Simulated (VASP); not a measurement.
# Ca (P6_3/mmc) in VASP: further runs

Runs on Ca. Level: PBE. Tasks: single point.

Everything below comes from runs of VASP 6.6.1. Logs are shortened: lines on timing, memory, paths and dates and some standing lists are left out, and cuts for length are marked.

## (1) The cell of the first run

It takes space group P6_3/mmc (No. 194, hexagonal). The conventional cell has a = 2.915 Å, b = 2.915 Å, c = 4.756 Å, α = 90.00°, β = 90.00°, γ = 120.00°. Within 3.8 Å of Ca (site symmetry -6m2) lie 12 Ca at 2.91 to 2.92 Å.

This isn't the form of Ca at room conditions, which is fcc.

## (2) Single point, PBE

INCAR reads:

```
SYSTEM = Ca
PREC = Accurate
ENCUT = 520
EDIFF = 1E-7
ISMEAR = -1
SIGMA = 0.1
LREAL = .FALSE.
LASPH = .TRUE.
NELM = 60
ALGO = Normal
ISIF = 2
LWAVE = .FALSE.
LCHARG = .FALSE.
GGA = PE
NBANDS = 17
```

KPOINTS reads:

```
regular mesh
0
G
  15 15 8
  0 0 0
```

POSCAR reads:

```
Ca
1.0
    2.9151122972      0.0000000000      0.0000000000
   -1.4575561486      2.5245613042      0.0000000000
    0.0000000000      0.0000000000      4.7562807174
Ca
2
Direct
    0.3333333333      0.6666666667      0.2500000000
    0.6666666667      0.3333333333      0.7500000000
```

Potentials or basis: VASP PAW PBE potentials, release 64 (Ca_sv).

Launch:

```console
cat potpaw_PBE.64/Ca_sv/POTCAR > POTCAR
mpirun -np 1 vasp_std > vasp.out
```

OUTCAR:

```text
SYSTEM = Ca
   PREC = Accurate
   ENCUT = 520
   EDIFF = 1E-7
   ISMEAR = -1
   LREAL = .FALSE.
   LASPH = .TRUE.
   NELM = 60
   ISIF = 2
   GGA = PE

 ion  position               nearest neighbor table
   1  0.333  0.667  0.250-   2 2.91   2 2.91   2 2.91   2 2.91   2 2.91   2 2.91
   2  0.667  0.333  0.750-   1 2.91   1 2.91   1 2.91   1 2.91   1 2.91   1 2.91

  LATTYP: Found a hexagonal cell.
 ALAT       =     2.9151122972
 C/A-ratio  =     1.6315943375

  Lattice vectors:

 A1 = (   2.9151122972,   0.0000000000,   0.0000000000)
 A2 = (  -1.4575561486,   2.5245613042,   0.0000000000)
 A3 = (   0.0000000000,   0.0000000000,   4.7562807174)

Analysis of symmetry for initial positions (statically):
=====================================================================
 Subroutine PRICEL returns:
 Original cell was already a primitive cell.

 Routine SETGRP: Setting up the symmetry group for a
 hexagonal supercell.

 Subroutine GETGRP returns: Found 24 space group operations
 (whereof 12 operations were pure point group operations)
 out of a pool of 24 trial point group operations.

The static configuration has the point symmetry D_3d.
 The point group associated with its full space group is D_6h.

Analysis of symmetry for dynamics (positions and initial velocities):
=====================================================================
 Subroutine PRICEL returns:
 Original cell was already a primitive cell.

 Routine SETGRP: Setting up the symmetry group for a
 hexagonal supercell.

 Subroutine GETGRP returns: Found 24 space group operations
 (whereof 12 operations were pure point group operations)
 out of a pool of 24 trial point group operations.

The dynamic configuration has the point symmetry D_3d.
 The point group associated with its full space group is D_6h.

 Subroutine INISYM returns: Found 24 space group operations
 (whereof 12 operations are pure point group operations),
 and found     1 'primitive' translations

----------------------------------------------------------------------------------------

                                     Primitive cell

  volume of cell :      35.0033

  direct lattice vectors                    reciprocal lattice vectors
     2.915112297  0.000000000  0.000000000     0.343039958  0.198054212  0.000000000
    -1.457556149  2.524561304  0.000000000     0.000000000  0.396108424  0.000000000
     0.000000000  0.000000000  4.756280717     0.000000000  0.000000000  0.210248314

  length of vectors
     2.915112297  2.915112297  4.756280717     0.396108424  0.396108424  0.210248314

  position of ions in fractional coordinates (direct lattice)
     0.333333333  0.666666667  0.250000000
     0.666666667  0.333333333  0.750000000

  ion indices of the primitive-cell ions
   primitive index   ion index
                 1           1
                 2           2

----------------------------------------------------------------------------------------

 KPOINTS: regular mesh

Automatic generation of k-mesh.
 Grid dimensions read from file:
 generate k-points for:   15   15    8

 Generating k-lattice:

  Cartesian coordinates                     Fractional coordinates (reciprocal lattice)
     0.022869331  0.013203614  0.000000000     0.066666667  0.000000000  0.000000000
     0.000000000  0.026407228  0.000000000     0.000000000  0.066666667  0.000000000
     0.000000000  0.000000000  0.026281039     0.000000000  0.000000000  0.125000000

  Length of vectors
     0.026407228  0.026407228  0.026281039

  Shift w.r.t. Gamma in fractional coordinates (k-lattice)
     0.000000000  0.000000000  0.000000000

 Subroutine IBZKPT returns following result:
 ===========================================

 Found    135 irreducible k-points:

 Following reciprocal coordinates:
            Coordinates               Weight
  0.000000  0.000000  0.000000      1.000000
  0.066667  0.000000  0.000000      6.000000
  0.133333  0.000000  0.000000      6.000000
  0.200000  0.000000  0.000000      6.000000
  0.266667  0.000000  0.000000      6.000000
  0.333333  0.000000  0.000000      6.000000
[... 16 lines left out ...]
  0.333333  0.200000  0.000000     12.000000
  0.400000  0.200000  0.000000      6.000000
 [... further k-points ...]
   k-points           NKPTS =    135   k-points in BZ     NKDIM =    135   number of bands    NBANDS=     17
   number of dos      NEDOS =    301   number of ions     NIONS =      2
   total plane-waves  NPLWV =  20736
   dimension x,y,z NGX =    24 NGY =   24 NGZ =   36
   dimension x,y,z NGXF=    48 NGYF=   48 NGZF=   72
   ions per type =               2
   NGX,Y,Z   is equivalent  to a cutoff of  13.69, 13.69, 12.58 a.u.
   NGXF,Y,Z  is equivalent  to a cutoff of  27.37, 27.37, 25.17 a.u.
 SYSTEM =  Ca
   PREC   = accura    normal or accurate (medium, high low for compatibility)
   ISTART =      0    job   : 0-new  1-cont  2-samecut
   ICHARG =      2    charge: 1-file 2-atom 10-const
   ISPIN  =      1    spin polarized calculation?
   LNONCOLLINEAR =      F non collinear calculations
   LSORBIT =      F    spin-orbit coupling
   LASPH  =      T    aspherical Exc in radial PAW
   ENCUT  =  520.0 eV  38.22 Ry    6.18 a.u.   5.42  5.42  8.84*2*pi/ulx,y,z
   NELM   =     60;   NELMIN=  2; NELMDL= -5     # of ELM steps
   EDIFF  = 0.1E-06   stopping-criterion for ELM
   LREAL  =      F    real-space projection
   EDIFFG = 0.1E-05   stopping-criterion for IOM
   NSW    =      0    number of steps for IOM
   IBRION =     -1    ionic relax: 0-MD 1-quasi-New 2-CG
   NFREE  =      0    steps in history (QN), initial steepest desc. (CG)
   ISIF   =      2    stress and relaxation
   ISYM   =      2    0-nonsym 1-usesym 2-fastsym
   POTIM  = 0.5000    time-step for ionic-motion
   TEBEG  =    0.0;   TEEND  =   0.0 temperature during run
   PSTRESS=    0.0 pullay stress
   NELECT =      20.0000    total number of electrons
   NUPDOWN=      -1.0000    fix difference up-down
   EMIN   =  10.00;   EMAX   =-10.00  energy-range for DOS
   EFERMI =   0.00;   METHOD = LEGACY
   ISMEAR =    -1;   SIGMA  =   0.10  broadening in eV -4-tet -1-fermi 0-gaus
   EFERMI_NEDOS =   21; number of points for ismear=-14 and -15
   IALGO  =     38    algorithm
   IMIX   =      4    mixing-type and parameters
     AMIX     =   0.40;   BMIX     =  1.00
     AMIX_MAG =   1.60;   BMIX_MAG =  1.00
  volume/ion in A,a.u.               =      17.50       118.11
  Fermi-wavevector in a.u.,A,eV,Ry     =   1.358465  2.567127 25.108578  1.845428
  Thomas-Fermi vector in A             =   2.485296
   LORBIT       =      0    0 simple, 1 ext, 2 COOP (PROOUT), +10 PAW based schemes
   GGA     = PE    functional components
   LHFCALC =     F    Hartree Fock is set to
   AEXX    =    0.0000 exact exchange contribution
   IVDW    =     0    specifies the selected vdW correction
   LEPSILON=     F    determine dielectric tensor
   LRPA    =     F    only Hartree local field effects (RPA)
 non-spin polarized calculation
  energy-cutoff  :      520.00
  volume of cell :       35.00
 maximum number of plane-waves:       966
 NGX is ok and might be reduce to    24
   NGX = 11   NGY = 11   NGZ = 17

 number of electron      20.0000001 magnetization

 Free energy of the ion-electron system (eV)
  ---------------------------------------------------
  ext. energy  EPLUGINS =         0.00000000
  ---------------------------------------------------
  free energy    TOTEN  =         0.76483495 eV

  energy without entropy =        0.81786056  energy(sigma->0) =        0.79134775

 E-fermi :   6.7690     XC(G=0): -11.0696

 val. band max:        6.7546583773   @ k =   0.3333   0.1333   0.1250
 cond. band min:       6.7731647038   @ k =   0.3333   0.0000   0.1250
 fundamental gap:      0.0185063265
 Fermi energy:         6.7689515182

 k-point     1 :       0.0000    0.0000    0.0000
  band No.  band energies     occupation
      1     -33.9864      2.00000
      2     -33.4931      2.00000
      3     -16.0035      2.00000
      4     -14.1170      2.00000
      5     -14.1170      2.00000
      6     -13.8718      2.00000
[... 9 lines left out ...]
     16      10.8543      0.00000
     17      11.7624      0.00000

 k-point     2 :       0.0667    0.0000    0.0000
  band No.  band energies     occupation
      1     -33.9684      2.00000
      2     -33.4841      2.00000
      3     -15.9728      2.00000
      4     -14.1939      2.00000
      5     -14.1402      2.00000
      6     -13.9510      2.00000
[... 9 lines left out ...]
     16      10.9844      0.00000
     17      11.5547      0.00000

 k-point     3 :       0.1333    0.0000    0.0000
  band No.  band energies     occupation
      1     -33.9168      2.00000
      2     -33.4593      2.00000
      3     -15.8831      2.00000
      4     -14.4104      2.00000
      5     -14.2033      2.00000
      6     -14.1666      2.00000
[... 9 lines left out ...]
     16      11.1422      0.00000
     17      11.2764      0.00000

 k-point     4 :       0.2000    0.0000    0.0000
  band No.  band energies     occupation
      1     -33.8381      2.00000
      2     -33.4240      2.00000
      3     -15.7419      2.00000
      4     -14.7263      2.00000
      5     -14.4652      2.00000
      6     -14.2912      2.00000
[... 9 lines left out ...]
     16      11.2274      0.00000
     17      11.3123      0.00000
[... 343 lines left out ...]
      1     -33.5368      2.00000
      2     -33.3363      2.00000
      3     -15.4522      2.00000
      4     -15.2570      2.00000
      5     -15.1233      2.00000
      6     -14.7140      2.00000
[... 9 lines left out ...]
     16      12.6225      0.00000
     17      14.1428      0.00000

 k-point    23 :       0.3333    0.2000    0.0000
  band No.  band energies     occupation
      1     -33.4702      2.00000
      2     -33.3369      2.00000
      3     -15.5908      2.00000
      4     -15.2775      2.00000
      5     -14.9524      2.00000
      6     -14.8630      2.00000
[... 9 lines left out ...]
     16      13.2785      0.00000
     17      14.3258      0.00000

 k-point    24 :       0.4000    0.2000    0.0000
  band No.  band energies     occupation
      1     -33.4412      2.00000
      2     -33.3424      2.00000
      3     -15.6393      2.00000
      4     -15.2731      2.00000
      5     -14.9279      2.00000
      6     -14.8690      2.00000
[... 9 lines left out ...]
     16      13.7248      0.00000
     17      14.3094      0.00000

 [... further k-points ...]

------------------------ aborting loop because EDIFF is reached ----------------------------------------

  FORCE on cell =-STRESS in cart. coord.  units (eV):
  Direction    XX          YY          ZZ          XY          YZ          ZX
  --------------------------------------------------------------------------------------
  -------------------------------------------------------------------------------------
  Total       11.2092096     11.2092096     11.2082354      0.0000000     -0.0000000      0.0000000
  in kB      513.0703068    513.0703068    513.0257155      0.0000000     -0.0000000      0.0000000
  external PRESSURE =     513.0554430 kB  Pullay stress =       0.0000000 kB

 VOLUME and BASIS-vectors are now :
 -----------------------------------------------------------------------------
  energy-cutoff  :      520.00
  volume of cell :       35.00
      direct lattice vectors                 reciprocal lattice vectors
     2.915112297  0.000000000  0.000000000     0.343039958  0.198054212  0.000000000
    -1.457556149  2.524561304  0.000000000     0.000000000  0.396108424  0.000000000
     0.000000000  0.000000000  4.756280717     0.000000000  0.000000000  0.210248314

 POSITION                                       TOTAL-FORCE (eV/Angst)
 -----------------------------------------------------------------------------------
     -0.00000      1.68304      1.18907         0.000000      0.000000      0.000000
      1.45756      0.84152      3.56721        -0.000000     -0.000000      0.000000
 -----------------------------------------------------------------------------------
    total drift:                               -0.000000      0.000000     -0.000000

  FREE ENERGIE OF THE ION-ELECTRON SYSTEM (eV)
  ---------------------------------------------------
  free  energy   TOTEN  =         0.7648349460 eV

  energy  without entropy=        0.8178605573  energy(sigma->0) =        0.79134775
```

Run time: 56 s. Hardware: 1 thread of Intel Xeon Platinum 8375C at 2.90GHz (Ice Lake), shared host; peak memory 0.19 GiB.

What came out:

```yaml
Free_energy: 0.7648 eV
Pressure: 51.3 GPa
Band_gap_on_the_k_mesh: zero (bands 10 and 11 overlap by 1.29 eV)
```

Caveat: the cell stands under pressure.

## (3) Single point, PBE

INCAR reads:

```
ALGO = Normal
EDIFF = 1E-6
ENCUT = 520
GGA = PE
ISIF = 2
ISMEAR = -1
LASPH = T
LCHARG = F
LREAL = F
LWAVE = F
NBANDS = 17
NELM = 100
PREC = Accurate
SIGMA = 0.1
```

KPOINTS reads:

```
k-points
0
Gamma
  15 15 8
```

POSCAR is that of step 2.

Potentials or basis: VASP PAW PBE potentials, release 64 (Ca_sv).

Launch:

```console
cat potpaw_PBE.64/Ca_sv/POTCAR > POTCAR
mpirun -np 1 vasp_std > vasp.out
```

It took 49 s on 1 thread of Intel Xeon Platinum 8375C at 2.90GHz (Ice Lake), shared host; peak memory 0.2 GiB.

Results (log left out):

| Quantity | Value |
| --- | --- |
| Free energy | 0.7648 eV |
| Pressure | 51.3 GPa |
| Band gap on the k mesh | zero (bands 10 and 11 overlap by 1.29 eV) |

Levels at points of the mesh, in eV from the Fermi level:
```
           k point  band 8  band 9  band 10  band 11  band 12  band 13
(0.00, 0.00, 0.00)  -20.63   -4.41    -1.46     2.95     3.25     3.25
(0.00, 0.00, 0.50)  -20.76   -2.39    -2.39     2.04     2.04     3.21
```

Caveat: the cell stands under pressure.
